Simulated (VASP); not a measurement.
Here is a VASP 6.6.1 calculation.

The input POSCAR:

```
Be
1.0
    2.2571847812      0.0000000000      0.0000000000
   -1.1285923906      1.9547793616      0.0000000000
    0.0000000000      0.0000000000      3.5561161874
Be
2
Direct
    0.3333333333      0.6666666667      0.2500000000
    0.6666666667      0.3333333333      0.7500000000
```

Contents of INCAR.step1:

```
PREC = Accurate
ENCUT = 520
ISMEAR = -1
SIGMA = 0.05
LREAL = F
LASPH = T
NELM = 80
NBANDS = 9
GGA = PE
ALGO = Normal
EDIFF = 1E-4
LWAVE = T
LCHARG = F
```

Contents of INCAR.step2:

```
PREC = Accurate
ENCUT = 520
EDIFF = 1E-7
ISMEAR = -1
SIGMA = 0.05
LREAL = F
LASPH = T
NELM = 80
ALGO = Normal
ISIF = 2
LWAVE = F
LCHARG = F
METAGGA = R2SCAN
LMIXTAU = T
NBANDS = 9
ISTART = 1
```

File KPOINTS:

```
Automatic mesh
0
Gamma
  24 24 14
```

Potentials or basis: VASP PAW PBE potentials, release 64 (Be).

Launch:

```console
$ cat potpaw_PBE.64/Be/POTCAR > POTCAR
$ cp INCAR.step1 INCAR
$ mpirun -np 1 vasp_std > vasp.out
$ cp INCAR.step2 INCAR
$ mpirun -np 1 vasp_std > vasp.out
```

Task: Predict the pressure.

Result: 1.2 GPa.

Task: Predict the band gap on the k mesh.

Result: Zero (band 2 reaches 8.26 eV, above the bottom of band 3 at 6.04 eV).

Stress tensor (GPa, compression positive):
```
1.16 0.00 0.00
0.00 1.16 0.00
0.00 0.00 1.28
```

Caveat: the PAW data sets were made with another functional, which shifts forces and pressure a little.
